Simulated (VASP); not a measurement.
# Nb3Sn (Pm-3n) in VASP: a series of runs

The runs below take Nb3Sn through single point, with r2SCAN.

Program: VASP 6.6.1. These are calculated values, not measurements. Logs are shortened: lines on timing, memory, paths and dates and some standing lists are left out, and cuts for length are marked.

### Step 1. The cell of the first run

Symmetry: Pm-3n, No. 223, cubic system. The conventional cell has a = 5.339 Å, b = 5.339 Å, c = 5.339 Å, α = 90.00°, β = 90.00°, γ = 90.00°. Nb (site symmetry -4m2) has 10 Nb at 2.67 to 3.27 Å and 4 Sn at 2.98 Å within 3.5 Å. Sn (site symmetry m-3) has 12 Nb at 2.98 Å within 3.9 Å.

### Step 2. Single point, r2SCAN (19.02 Å³/atom)

File POSCAR:

```
Nb3Sn
1.0
    5.3385547807      0.0000000000      0.0000000000
    0.0000000000      5.3385547807      0.0000000000
    0.0000000000      0.0000000000      5.3385547807
Nb Sn
6 2
Direct
    0.2500000000      0.0000000000      0.5000000000
    0.5000000000      0.7500000000      0.0000000000
    0.7500000000      0.0000000000      0.5000000000
    0.5000000000      0.2500000000      0.0000000000
    0.0000000000      0.5000000000      0.7500000000
    0.0000000000      0.5000000000      0.2500000000
    0.0000000000      0.0000000000      0.0000000000
    0.5000000000      0.5000000000      0.5000000000
```

File INCAR.step1:

```
PREC = Accurate ; ENCUT = 520
ISMEAR = 0 ; SIGMA = 0.05
LREAL = False ; LASPH = True
NELM = 60 ; NBANDS = 63
GGA = PE ; ALGO = Normal
EDIFF = 1E-4 ; LWAVE = True
LCHARG = False
```

File INCAR.step2:

```
PREC = Accurate ; ENCUT = 520
EDIFF = 1E-6 ; ISMEAR = 0
SIGMA = 0.05 ; LREAL = False
LASPH = True ; NELM = 60
ALGO = Normal ; ISIF = 2
LWAVE = False ; LCHARG = True
METAGGA = R2SCAN ; LMIXTAU = True
LELF = True ; LVHAR = True
NBANDS = 63 ; ISTART = 1
```

File KPOINTS:

```
Automatic mesh
0
Gamma
  6 6 6
```

Potentials or basis: VASP PAW PBE potentials, release 64 (Nb_sv, Sn_d).

On the command line:

```
$ cat potpaw_PBE.64/Nb_sv/POTCAR potpaw_PBE.64/Sn_d/POTCAR > POTCAR
$ cp INCAR.step1 INCAR
$ mpirun -np 1 vasp_std > vasp.out
$ cp INCAR.step2 INCAR
$ mpirun -np 1 vasp_std > vasp.out
```

OUTCAR:

```text
PREC = Accurate
   ENCUT = 520
   EDIFF = 1E-6
   ISMEAR = 0
   LREAL = False
   LASPH = True
   NELM = 60
   ISIF = 2
   METAGGA = R2SCAN
   ISTART = 1

 ion  position               nearest neighbor table
   1  0.250  0.000  0.500-   3 2.67   3 2.67   8 2.98   7 2.98   8 2.98   7 2.98
   2  0.500  0.750  0.000-   4 2.67   4 2.67   8 2.98   8 2.98   7 2.98   7 2.98
   3  0.750  0.000  0.500-   1 2.67   1 2.67   8 2.98   7 2.98   8 2.98   7 2.98
   4  0.500  0.250  0.000-   2 2.67   2 2.67   8 2.98   8 2.98   7 2.98   7 2.98
   5  0.000  0.500  0.750-   6 2.67   6 2.67   8 2.98   7 2.98   7 2.98   8 2.98
   6  0.000  0.500  0.250-   5 2.67   5 2.67   8 2.98   7 2.98   7 2.98   8 2.98
   7  0.000  0.000  0.000-   1 2.98   2 2.98   3 2.98   4 2.98   5 2.98   6 2.98   1 2.98   3 2.98
                             5 2.98   6 2.98   2 2.98   4 2.98
   8  0.500  0.500  0.500-   1 2.98   2 2.98   3 2.98   4 2.98   5 2.98   6 2.98   2 2.98   4 2.98
                             1 2.98   3 2.98   5 2.98   6 2.98

  LATTYP: Found a simple cubic cell.
 ALAT       =     5.3385547807

  Lattice vectors:

 A1 = (   5.3385547807,   0.0000000000,   0.0000000000)
 A2 = (   0.0000000000,   5.3385547807,   0.0000000000)
 A3 = (   0.0000000000,   0.0000000000,   5.3385547807)

Analysis of symmetry for initial positions (statically):
=====================================================================
 Subroutine PRICEL returns:
 Original cell was already a primitive cell.

 Routine SETGRP: Setting up the symmetry group for a
 simple cubic supercell.

 Subroutine GETGRP returns: Found 48 space group operations
 (whereof 24 operations were pure point group operations)
 out of a pool of 48 trial point group operations.

The static configuration has the point symmetry T_h .
 The point group associated with its full space group is O_h .

Analysis of symmetry for dynamics (positions and initial velocities):
=====================================================================
 Subroutine PRICEL returns:
 Original cell was already a primitive cell.

 Routine SETGRP: Setting up the symmetry group for a
 simple cubic supercell.

 Subroutine GETGRP returns: Found 48 space group operations
 (whereof 24 operations were pure point group operations)
 out of a pool of 48 trial point group operations.

[... 109 lines left out ...]
   LREAL  =      F    real-space projection
   EDIFFG = 0.1E-04   stopping-criterion for IOM
   NSW    =      0    number of steps for IOM
   IBRION =     -1    ionic relax: 0-MD 1-quasi-New 2-CG
   NFREE  =      0    steps in history (QN), initial steepest desc. (CG)
   ISIF   =      2    stress and relaxation
   ISYM   =      2    0-nonsym 1-usesym 2-fastsym
   POTIM  = 0.5000    time-step for ionic-motion
   TEBEG  =    0.0;   TEEND  =   0.0 temperature during run
   PSTRESS=    0.0 pullay stress
   NELECT =     106.0000    total number of electrons
   NUPDOWN=      -1.0000    fix difference up-down
   EMIN   =  10.00;   EMAX   =-10.00  energy-range for DOS
   EFERMI =   0.00;   METHOD = LEGACY
   ISMEAR =     0;   SIGMA  =   0.05  broadening in eV -4-tet -1-fermi 0-gaus
   EFERMI_NEDOS =   21; number of points for ismear=-14 and -15
   IALGO  =     38    algorithm
   IMIX   =      4    mixing-type and parameters
     AMIX     =   0.40;   BMIX     =  1.00
     AMIX_MAG =   1.60;   BMIX_MAG =  1.00
  volume/ion in A,a.u.               =      19.02       128.34
  Fermi-wavevector in a.u.,A,eV,Ry     =   1.451286  2.742533 28.657023  2.106232
  Thomas-Fermi vector in A             =   2.568801
   LORBIT       =      0    0 simple, 1 ext, 2 COOP (PROOUT), +10 PAW based schemes
   METAGGA = R2SCAN    functional components
   LHFCALC =     F    Hartree Fock is set to
   AEXX    =    0.0000 exact exchange contribution
   IVDW    =     0    specifies the selected vdW correction
   LEPSILON=     F    determine dielectric tensor
   LRPA    =     F    only Hartree local field effects (RPA)
 non-spin polarized calculation
 Gauss-broadening in eV      SIGMA  =   0.05
  energy-cutoff  :      520.00
  volume of cell :      152.15
 maximum number of plane-waves:      4116
 NGX is ok and might be reduce to    40
   NGX = 19   NGY = 19   NGZ = 19

 number of electron     106.0000034 magnetization

 Free energy of the ion-electron system (eV)
  ---------------------------------------------------
  ext. energy  EPLUGINS =         0.00000000
  ---------------------------------------------------
  free energy    TOTEN  =      -200.32576301 eV

  energy without entropy =     -200.30844768  energy(sigma->0) =     -200.31710535

 E-fermi :  10.9848     XC(G=0): -13.3087

 val. band max:       10.9842119299   @ k =   0.1667   0.1667   0.1667
 cond. band min:      11.0020889692   @ k =   0.5000   0.5000   0.3333
 fundamental gap:      0.0178770393
 Fermi energy:        10.9848037989

 k-point     1 :       0.0000    0.0000    0.0000
  band No.  band energies     occupation
      1     -45.4782      2.00000
      2     -45.4076      2.00000
      3     -45.4076      2.00000
      4     -45.1908      2.00000
      5     -45.1908      2.00000
      6     -45.1908      2.00000
[... 1309 lines left out ...]
     62      13.5421      0.00000
     63      13.5423      0.00000

------------------------ aborting loop because EDIFF is reached ----------------------------------------

  FORCE on cell =-STRESS in cart. coord.  units (eV):
  Direction    XX          YY          ZZ          XY          YZ          ZX
  --------------------------------------------------------------------------------------
  -------------------------------------------------------------------------------------
  Total       -3.1825930     -3.1825930     -3.1825930      0.0000000     -0.0000000      0.0000000
  in kB      -33.5135614    -33.5135614    -33.5135614      0.0000000     -0.0000000      0.0000000
  external PRESSURE =     -33.5135614 kB  Pullay stress =       0.0000000 kB

 VOLUME and BASIS-vectors are now :
 -----------------------------------------------------------------------------
  energy-cutoff  :      520.00
  volume of cell :      152.15
      direct lattice vectors                 reciprocal lattice vectors
     5.338554781  0.000000000  0.000000000     0.187316613  0.000000000  0.000000000
     0.000000000  5.338554781  0.000000000     0.000000000  0.187316613  0.000000000
     0.000000000  0.000000000  5.338554781     0.000000000  0.000000000  0.187316613

 POSITION                                       TOTAL-FORCE (eV/Angst)
 -----------------------------------------------------------------------------------
      1.33464      0.00000      2.66928         0.000000      0.000000      0.000000
      2.66928      4.00392      0.00000         0.000000      0.000000      0.000000
      4.00392      0.00000      2.66928        -0.000000     -0.000000     -0.000000
      2.66928      1.33464      0.00000        -0.000000     -0.000000     -0.000000
      0.00000      2.66928      4.00392         0.000000      0.000000      0.000000
      0.00000      2.66928      1.33464        -0.000000     -0.000000     -0.000000
      0.00000      0.00000      0.00000        -0.000000     -0.000000     -0.000000
      2.66928      2.66928      2.66928        -0.000000     -0.000000     -0.000000
 -----------------------------------------------------------------------------------
    total drift:                                0.000000     -0.000000      0.000000

  FREE ENERGIE OF THE ION-ELECTRON SYSTEM (eV)
  ---------------------------------------------------
  free  energy   TOTEN  =      -200.3257630094 eV

  energy  without entropy=     -200.3084476847  energy(sigma->0) =     -200.31710535
```

OUTCAR.step1:

```text
PREC = Accurate
   ENCUT = 520
   ISMEAR = 0
   LREAL = False
   LASPH = True
[... 1561 lines left out ...]
      0.00000      2.66928      4.00392        -0.000000      0.000000     -0.000000
      0.00000      2.66928      1.33464         0.000000     -0.000000      0.000000
      0.00000      0.00000      0.00000        -0.000000     -0.000000     -0.000000
      2.66928      2.66928      2.66928        -0.000000     -0.000000     -0.000000
 -----------------------------------------------------------------------------------
    total drift:                                0.000000     -0.000000      0.000000

  FREE ENERGIE OF THE ION-ELECTRON SYSTEM (eV)
  ---------------------------------------------------
  free  energy   TOTEN  =       -70.3620731499 eV

  energy  without entropy=      -70.3425236720  energy(sigma->0) =      -70.35229841
```

Wall time 20 min (1 thread of Oxide Virtual Turin-like, shared host); peak memory 0.31 GiB.

What came out:

```yaml
Free_energy: -200.3258 eV
Pressure: -3.4 GPa
Band_gap_on_the_k_mesh: zero (bands 53 and 54 overlap by 0.66 eV)
```

Caveat: the cell stands under tension; the PAW data sets were made with another functional, which shifts forces and pressure a little; spin-orbit coupling is left out, which moves the levels of the heavy elements.

### Step 3. Single point, r2SCAN (19.39 Å³/atom)

This run uses another cell than the first one, of 19.39 Å³/atom.

Changes to POSCAR since step 2:

```diff
@@ -2,5 +2,5 @@
 1.0
-    5.3385547807      0.0000000000      0.0000000000
-    0.0000000000      5.3385547807      0.0000000000
-    0.0000000000      0.0000000000      5.3385547807
+    5.3732216922      0.0000000000      0.0000000000
+    0.0000000000      5.3732216922      0.0000000000
+    0.0000000000      0.0000000000      5.3732216922
 Nb Sn
```

File INCAR.step1:

```
SYSTEM = Nb3Sn
  ALGO = Normal
  EDIFF = 1E-4
  ENCUT = 520
  GGA = PE
  ISMEAR = 0
  LASPH = .TRUE.
  LCHARG = .FALSE.
  LREAL = .FALSE.
  LWAVE = .TRUE.
  NBANDS = 63
  NELM = 100
  PREC = Accurate
  SIGMA = 0.05
```

File INCAR.step2:

```
SYSTEM = Nb3Sn
  ALGO = Normal
  EDIFF = 1E-6
  ENCUT = 520
  ISIF = 2
  ISMEAR = 0
  ISTART = 1
  LASPH = .TRUE.
  LCHARG = .TRUE.
  LELF = .TRUE.
  LMIXTAU = .TRUE.
  LREAL = .FALSE.
  LVHAR = .TRUE.
  LWAVE = .FALSE.
  METAGGA = R2SCAN
  NBANDS = 63
  NELM = 100
  PREC = Accurate
  SIGMA = 0.05
```

File KPOINTS:

```
k-points
0
G
  6 6 6
  0 0 0
```

Potentials or basis: VASP PAW PBE potentials, release 64 (Nb_sv, Sn_d).

On the command line:

```
$ cat potpaw_PBE.64/Nb_sv/POTCAR potpaw_PBE.64/Sn_d/POTCAR > POTCAR
$ cp INCAR.step1 INCAR
$ mpirun -np 1 vasp_std > vasp.out
$ cp INCAR.step2 INCAR
$ mpirun -np 1 vasp_std > vasp.out
```

It took 23 min on 1 thread of Oxide Virtual Turin-like, shared host; peak memory 0.31 GiB.

It converged, with:

* Free energy: -200.2370 eV
* Pressure: -6.3 GPa
* Band gap on the k mesh: zero (bands 53 and 54 overlap by 0.68 eV)

Levels at points of the mesh, in eV from the Fermi level:
| k point | band 49 | band 50 | band 51 | band 52 | band 53 | band 54 | band 55 | band 56 | band 57 | band 58 |
| --- | --- | --- | --- | --- | --- | --- | --- | --- | --- | --- |
| (0.00, 0.00, 0.00) | -1.34 | -0.59 | -0.59 | -0.59 | -0.06 | -0.06 | 2.43 | 2.49 | 2.49 | 2.49 |
| (0.50, 0.00, 0.00) | -0.95 | -0.95 | -0.85 | -0.85 | -0.45 | -0.45 | 1.50 | 1.50 | 2.28 | 2.28 |
| (0.50, 0.50, 0.00) | 0.05 | 0.08 | 0.08 | 0.23 | 0.23 | 0.60 | 0.60 | 0.67 | 0.76 | 1.00 |
| (0.50, 0.50, 0.50) | 0.04 | 0.04 | 0.04 | 0.04 | 0.04 | 0.04 | 0.13 | 0.13 | 0.13 | 0.13 |

Caveat: the cell stands under tension; the PAW data sets were made with another functional, which shifts forces and pressure a little; spin-orbit coupling is left out, which moves the levels of the heavy elements.
